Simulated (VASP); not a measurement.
# SiNi3 (P4mm) in VASP: notebook

The runs below take SiNi3 through single point, with PBE.

All numbers are computed with VASP 6.6.1; they aren't measurements. Logs are shortened: lines on timing, memory, paths and dates and some standing lists are left out, and cuts for length are marked.

**1. The cell of the first run**

It takes space group P4mm (No. 99, tetragonal). Conventional cell: a = 3.506 Å, b = 3.506 Å, c = 12.519 Å, α = 90.00°, β = 90.00°, γ = 90.00°. Si (site symmetry 4mm) has 12 Ni at 2.48 Å within 3.3 Å. Si (site symmetry 4mm) has 12 Ni at 2.48 Å within 3.3 Å. Within 3.3 Å of Si (site symmetry 4mm) lie 8 Ni at 2.48 Å. Within 3.3 Å of Ni (site symmetry 4mm) lie 4 Ni at 2.48 Å and 4 Si at 2.48 Å. Ni (site symmetry 4mm) has 8 Ni at 2.48 Å and 4 Si at 2.48 Å within 3.3 Å. Within 3.3 Å of Ni (site symmetry 4mm) lie 8 Ni at 2.48 Å and 4 Si at 2.48 Å. Ni (site symmetry 2mm) has 2 Si at 2.48 Å and 6 Ni at 2.48 Å within 3.3 Å. Ni (site symmetry 2mm) has 4 Si at 2.48 Å and 8 Ni at 2.48 Å within 3.3 Å.

**2. Single point, PBE (the distance across one plane changed)**

INCAR reads:

```
PREC = Accurate
ENCUT = 520
EDIFF = 1E-6
ISMEAR = 0
SIGMA = 0.15
LREAL = F
LASPH = T
NELM = 80
ALGO = Fast
ISIF = 2
LWAVE = F
LCHARG = F
GGA = PE
NBANDS = 63
```

KPOINTS reads:

```
Automatic mesh
0
Gamma
  13 13 5
```

POSCAR reads:

```
SiNi3
1.0
    0.0000000000     -3.5062596265      0.0000000000
    0.0000000000      0.0000000000     -3.5062596265
   12.5187788796      0.0000000000      0.0000000000
Si Ni
3 9
Direct
    1.0000000000      1.0000000000      0.2100459983
    1.0000000000      1.0000000000      0.4901260013
    1.0000000000      1.0000000000      0.7702060043
    0.5000000000      0.5000000000      0.7702060043
    0.5000000000      0.5000000000      0.2100459983
    0.5000000000      0.5000000000      0.4901260013
    0.0000000000      0.5000000000      0.0700059968
    0.0000000000      0.5000000000      0.3500859998
    0.0000000000      0.5000000000      0.6301660028
    0.5000000000      1.0000000000      0.0700059968
    0.5000000000      1.0000000000      0.3500859998
    0.5000000000      1.0000000000      0.6301660028
```

Potentials or basis: VASP PAW PBE potentials, release 64 (Si, Ni).

Run with:

```sh
> cat potpaw_PBE.64/Si/POTCAR potpaw_PBE.64/Ni/POTCAR > POTCAR
> mpirun -np 1 vasp_std > vasp.out
```

OUTCAR:

```text
PREC = Accurate
   ENCUT = 520
   EDIFF = 1E-6
   ISMEAR = 0
   LREAL = F
   LASPH = T
   NELM = 80
   ISIF = 2
   GGA = PE

 ion  position               nearest neighbor table
   1  0.000  0.000  0.210-   7 2.48  10 2.48   7 2.48  10 2.48   8 2.48   8 2.48  11 2.48  11 2.48
                             5 2.48   5 2.48   5 2.48   5 2.48
   2  0.000  0.000  0.490-   8 2.48  11 2.48   8 2.48  11 2.48   9 2.48   9 2.48  12 2.48  12 2.48
                             6 2.48   6 2.48   6 2.48   6 2.48
   3  0.000  0.000  0.770-   9 2.48  12 2.48   9 2.48  12 2.48   4 2.48   4 2.48   4 2.48   4 2.48
[... 15 lines left out ...]
  11  0.500  0.000  0.350-   2 2.48   6 2.48   6 2.48   2 2.48   5 2.48   5 2.48   1 2.48   1 2.48
                             8 2.48   8 2.48   8 2.48   8 2.48
  12  0.500  0.000  0.630-   3 2.48   4 2.48   4 2.48   3 2.48   2 2.48   6 2.48   2 2.48   6 2.48
                             9 2.48   9 2.48   9 2.48   9 2.48

  LATTYP: Found a simple tetragonal cell.
 ALAT       =     3.5062596265
 C/A-ratio  =     3.5704084161

  Lattice vectors:

 A1 = (   0.0000000000,  -3.5062596265,   0.0000000000)
 A2 = (   0.0000000000,   0.0000000000,  -3.5062596265)
 A3 = (  12.5187788796,   0.0000000000,   0.0000000000)

Analysis of symmetry for initial positions (statically):
=====================================================================
 Subroutine PRICEL returns:
 Original cell was already a primitive cell.

 Routine SETGRP: Setting up the symmetry group for a
 simple tetragonal supercell.

 Subroutine GETGRP returns: Found  8 space group operations
 (whereof  8 operations were pure point group operations)
 out of a pool of 16 trial point group operations.

The static configuration has the point symmetry C_4v.

Analysis of symmetry for dynamics (positions and initial velocities):
=====================================================================
 Subroutine PRICEL returns:
 Original cell was already a primitive cell.

 Routine SETGRP: Setting up the symmetry group for a
 simple tetragonal supercell.

 Subroutine GETGRP returns: Found  8 space group operations
 (whereof  8 operations were pure point group operations)
 out of a pool of 16 trial point group operations.

The dynamic configuration has the point symmetry C_4v.

 Subroutine INISYM returns: Found  8 space group operations
[... 127 lines left out ...]
   PSTRESS=    0.0 pullay stress
   NELECT =     102.0000    total number of electrons
   NUPDOWN=      -1.0000    fix difference up-down
   EMIN   =  10.00;   EMAX   =-10.00  energy-range for DOS
   EFERMI =   0.00;   METHOD = LEGACY
   ISMEAR =     0;   SIGMA  =   0.15  broadening in eV -4-tet -1-fermi 0-gaus
   EFERMI_NEDOS =   21; number of points for ismear=-14 and -15
   IALGO  =     68    algorithm
   IMIX   =      4    mixing-type and parameters
     AMIX     =   0.40;   BMIX     =  1.00
     AMIX_MAG =   1.60;   BMIX_MAG =  1.00
  volume/ion in A,a.u.               =      12.83        86.55
  Fermi-wavevector in a.u.,A,eV,Ry     =   1.427332  2.697265 27.718812  2.037275
  Thomas-Fermi vector in A             =   2.547512
   LORBIT       =      0    0 simple, 1 ext, 2 COOP (PROOUT), +10 PAW based schemes
   GGA     = PE    functional components
   LHFCALC =     F    Hartree Fock is set to
   AEXX    =    0.0000 exact exchange contribution
   IVDW    =     0    specifies the selected vdW correction
   LEPSILON=     F    determine dielectric tensor
   LRPA    =     F    only Hartree local field effects (RPA)
 non-spin polarized calculation
 RMM-DIIS sequential band-by-band and
 Gauss-broadening in eV      SIGMA  =   0.15
  energy-cutoff  :      520.00
  volume of cell :      153.90
 maximum number of plane-waves:      4187
 NGX is ok and might be reduce to    28
   NGX = 13   NGY = 13   NGZ = 47

 number of electron     101.9999933 magnetization

 Free energy of the ion-electron system (eV)
  ---------------------------------------------------
  ext. energy  EPLUGINS =         0.00000000
  ---------------------------------------------------
  free energy    TOTEN  =       -67.70369713 eV

  energy without entropy =      -67.58612259  energy(sigma->0) =      -67.64490986

 E-fermi :   8.3455     XC(G=0): -11.8861

 val. band max:        8.3445632666   @ k =   0.4615   0.4615   0.2000
 cond. band min:       8.3489158063   @ k =   0.1538   0.1538   0.0000
 fundamental gap:      0.0043525398
 Fermi energy:         8.3455189587

 k-point     1 :       0.0000    0.0000    0.0000
  band No.  band energies     occupation
      1      -3.3644      2.00000
      2      -2.5353      2.00000
      3      -1.5860      2.00000
      4       1.4627      2.00000
      5       2.7684      2.00000
      6       3.5582      2.00000
[... 1573 lines left out ...]
     62      12.2399      0.00000
     63      12.8011      0.00000

 [... further k-points ...]

------------------------ aborting loop because EDIFF is reached ----------------------------------------

  FORCE on cell =-STRESS in cart. coord.  units (eV):
  Direction    XX          YY          ZZ          XY          YZ          ZX
  --------------------------------------------------------------------------------------
  -------------------------------------------------------------------------------------
  Total       -4.7762729     -3.6067119     -3.6067119      0.0000000      0.0000000      0.0000000
  in kB      -49.7221165    -37.5467132    -37.5467132      0.0000000      0.0000000      0.0000000
  external PRESSURE =     -41.6051809 kB  Pullay stress =       0.0000000 kB

 VOLUME and BASIS-vectors are now :
 -----------------------------------------------------------------------------
  energy-cutoff  :      520.00
  volume of cell :      153.90
      direct lattice vectors                 reciprocal lattice vectors
     0.000000000 -3.506259626  0.000000000     0.000000000 -0.285204208  0.000000000
     0.000000000  0.000000000 -3.506259626     0.000000000  0.000000000 -0.285204208
    12.518778880  0.000000000  0.000000000     0.079879995  0.000000000  0.000000000

 POSITION                                       TOTAL-FORCE (eV/Angst)
 -----------------------------------------------------------------------------------
      2.62952      0.00000      0.00000        -0.591830     -0.000000     -0.000000
      6.13578      0.00000      0.00000        -0.230872     -0.000000     -0.000000
      9.64204      0.00000      0.00000        -0.699634     -0.000000     -0.000000
      9.64204     -1.75313     -1.75313         0.899305     -0.000000     -0.000000
      2.62952     -1.75313     -1.75313        -0.391807     -0.000000      0.000000
      6.13578     -1.75313     -1.75313         0.169091     -0.000000     -0.000000
      0.87639      0.00000     -1.75313         0.198789     -0.000000     -0.000000
      4.38265      0.00000     -1.75313        -0.006316      0.000000     -0.000000
      7.88891      0.00000     -1.75313         0.230400     -0.000000      0.000000
      0.87639     -1.75313      0.00000         0.198789     -0.000000     -0.000000
      4.38265     -1.75313      0.00000        -0.006316     -0.000000     -0.000000
      7.88891     -1.75313      0.00000         0.230400     -0.000000     -0.000000
 -----------------------------------------------------------------------------------
    total drift:                                0.001845     -0.000000      0.000000

  FREE ENERGIE OF THE ION-ELECTRON SYSTEM (eV)
  ---------------------------------------------------
  free  energy   TOTEN  =       -67.7036971288 eV

  energy  without entropy=      -67.5861225879  energy(sigma->0) =      -67.64490986
```

OSZICAR:

```text
N       E                     dE             d eps       ncg     rms          rms(c)
DAV:   1     0.793416889757E+03    0.79342E+03   -0.44432E+04 10584   0.209E+03
DAV:   2     0.505273468437E+01   -0.78836E+03   -0.76303E+03 10584   0.436E+02
DAV:   3    -0.752573205801E+02   -0.80310E+02   -0.74585E+02 10955   0.170E+02
[... 15 lines left out ...]
RMM:  19    -0.677038666314E+02    0.12725E-04   -0.10310E-03 11212   0.208E-01    0.188E-01
RMM:  20    -0.677036916125E+02    0.17502E-03   -0.40753E-04 12537   0.108E-01    0.320E-02
RMM:  21    -0.677036970929E+02   -0.54804E-05   -0.16036E-04 13827   0.487E-02    0.186E-02
RMM:  22    -0.677036974558E+02   -0.36290E-06   -0.10368E-05 10676   0.134E-02    0.148E-02
RMM:  23    -0.677036971288E+02    0.32706E-06   -0.27431E-06  7125   0.951E-03
   1 F= -.67703697E+02 E0= -.67644910E+02  d E =-.117575E+00
```

stdout:

```text
POSCAR found type information on POSCAR SiNi
 POSCAR found :  2 types and      12 ions
 scaLAPACK will be used
 LDA part: xc-table for (Slater+PW92), standard interpolation
 POSCAR, INCAR and KPOINTS ok, starting setup
 FFT: planning ... GRIDC
 FFT: planning ... GRID_SOFT
 FFT: planning ... GRID
 WAVECAR not read
 entering main loop
```

Run time: 40 min. Hardware: 1 thread of Intel Xeon 8259CL, shared host; peak memory 0.66 GiB.

What came out:

```yaml
Free_energy: -67.7037 eV
Pressure: -4.2 GPa
Largest_force: 0.899 eV/Å
Band_gap_on_the_k_mesh: zero (bands 51 and 52 overlap by 0.25 eV)
```

Forces in eV/Å, atoms in the order of the input:
```
Si  -0.592  0.000  0.000
Si  -0.231  0.000  0.000
Si  -0.700  0.000  0.000
Ni   0.899  0.000  0.000
Ni  -0.392  0.000  0.000
Ni   0.169  0.000  0.000
Ni   0.199  0.000  0.000
Ni  -0.006  0.000  0.000
Ni   0.230  0.000  0.000
Ni   0.199  0.000  0.000
Ni  -0.006  0.000  0.000
Ni   0.230  0.000  0.000
```

Stress tensor (GPa, compression positive):
```
-4.97  0.00  0.00
 0.00 -3.75  0.00
 0.00  0.00 -3.75
```

Levels at points of the mesh, in eV from the Fermi level:
```tsv
k point	band 47	band 48	band 49	band 50	band 51	band 52	band 53	band 54	band 55	band 56
(0.00, 0.00, 0.00)	-0.28	-0.13	-0.12	0.01	0.07	0.07	0.43	0.66	1.45	1.45
```

Caveat: the cell differs from its parent crystal (the distance across one plane changed); the cell stands under tension. Spin polarisation is off, so any magnetic state and its effect on volume and gap are missing.

**3. Single point, PBE (the distance across one plane changed)**

INCAR reads:

```
SYSTEM = SiNi3
PREC = Accurate
ENCUT = 520
EDIFF = 1E-7
ISMEAR = 0
SIGMA = 0.15
LREAL = .False.
LASPH = .True.
NELM = 80
ALGO = Fast
ISIF = 2
LWAVE = .False.
LCHARG = .False.
GGA = PE
NBANDS = 63
```

KPOINTS reads:

```
regular mesh
0
Gamma
  13 13 5
  0 0 0
```

POSCAR reads:

```
SiNi3
1.0
    0.0000000000     -3.5062596265      0.0000000000
    0.0000000000      0.0000000000     -3.5062596265
   16.5187788796      0.0000000000      0.0000000000
Si Ni
3 9
Direct
    1.0000000000      1.0000000000      0.1591836434
    1.0000000000      1.0000000000      0.3714426519
    1.0000000000      1.0000000000      0.5837016604
    0.5000000000      0.5000000000      0.5837016604
    0.5000000000      0.5000000000      0.1591836434
    0.5000000000      0.5000000000      0.3714426519
    0.0000000000      0.5000000000      0.0530541392
    0.0000000000      0.5000000000      0.2653131477
    0.0000000000      0.5000000000      0.4775721562
    0.5000000000      1.0000000000      0.0530541392
    0.5000000000      1.0000000000      0.2653131477
    0.5000000000      1.0000000000      0.4775721562
```

Potentials or basis: VASP PAW PBE potentials, release 64 (Si, Ni).

Run with:

```sh
> cat potpaw_PBE.64/Si/POTCAR potpaw_PBE.64/Ni/POTCAR > POTCAR
> mpirun -np 1 vasp_std > vasp.out
```

OUTCAR:

```text
SYSTEM = SiNi3
   PREC = Accurate
   ENCUT = 520
   EDIFF = 1E-7
   ISMEAR = 0
   LREAL = .False.
   LASPH = .True.
   NELM = 80
   ISIF = 2
   GGA = PE

 ion  position               nearest neighbor table
   1  0.000  0.000  0.159-   7 2.48  10 2.48   7 2.48  10 2.48   5 2.48   5 2.48   5 2.48   5 2.48
                             8 2.48  11 2.48  11 2.48   8 2.48
   2  0.000  0.000  0.371-   8 2.48  11 2.48   8 2.48  11 2.48   6 2.48   6 2.48   6 2.48   6 2.48
                             9 2.48  12 2.48  12 2.48   9 2.48
[... 1831 lines left out ...]
 -----------------------------------------------------------------------------
  energy-cutoff  :      520.00
  volume of cell :      203.08
      direct lattice vectors                 reciprocal lattice vectors
     0.000000000 -3.506259626  0.000000000     0.000000000 -0.285204208  0.000000000
     0.000000000  0.000000000 -3.506259626     0.000000000  0.000000000 -0.285204208
    16.518778880  0.000000000  0.000000000     0.060537162  0.000000000  0.000000000

 POSITION                                       TOTAL-FORCE (eV/Angst)
 -----------------------------------------------------------------------------------
      2.62952      0.00000      0.00000        -0.621428      0.000000      0.000000
      6.13578      0.00000      0.00000        -0.255956      0.000000      0.000000
      9.64204      0.00000      0.00000        -0.844411      0.000000      0.000000
      9.64204     -1.75313     -1.75313         0.500202      0.000000      0.000000
      2.62952     -1.75313     -1.75313        -0.343662      0.000000      0.000000
      6.13578     -1.75313     -1.75313         0.153737     -0.000000     -0.000000
      0.87639      0.00000     -1.75313         0.495877      0.000000      0.000000
      4.38265      0.00000     -1.75313        -0.008808      0.000000      0.000000
      7.88891      0.00000     -1.75313         0.218690      0.000000     -0.000000
      0.87639     -1.75313      0.00000         0.495877      0.000000      0.000000
      4.38265     -1.75313      0.00000        -0.008808      0.000000      0.000000
      7.88891     -1.75313      0.00000         0.218690      0.000000      0.000000
 -----------------------------------------------------------------------------------
    total drift:                                0.004312     -0.000000     -0.000000

  FREE ENERGIE OF THE ION-ELECTRON SYSTEM (eV)
  ---------------------------------------------------
  free  energy   TOTEN  =       -67.3464929118 eV

  energy  without entropy=      -67.1973731505  energy(sigma->0) =      -67.27193303
```

It took 20 min on 1 thread of Oxide Virtual Turin-like, shared host; peak memory 0.79 GiB.

What came out:

| Property | Result |
| --- | --- |
| Free energy | -67.3465 eV |
| Pressure | -2.7 GPa |
| Largest force | 0.844 eV/Å |
| Band gap on the k mesh | zero (bands 51 and 52 overlap by 0.14 eV) |

Forces in eV/Å, atoms in the order of the input:
```
Si  -0.621  0.000  0.000
Si  -0.256  0.000  0.000
Si  -0.844  0.000  0.000
Ni   0.500  0.000  0.000
Ni  -0.344  0.000  0.000
Ni   0.154  0.000  0.000
Ni   0.496  0.000  0.000
Ni  -0.009  0.000  0.000
Ni   0.219  0.000  0.000
Ni   0.496  0.000  0.000
Ni  -0.009  0.000  0.000
Ni   0.219  0.000  0.000
```

Stress tensor (GPa, compression positive):
```
-1.79  0.00  0.00
 0.00 -3.23  0.00
 0.00  0.00 -3.23
```

Caveat: the cell differs from its parent crystal (the distance across one plane changed). Spin polarisation is off, so any magnetic state and its effect on volume and gap are missing.
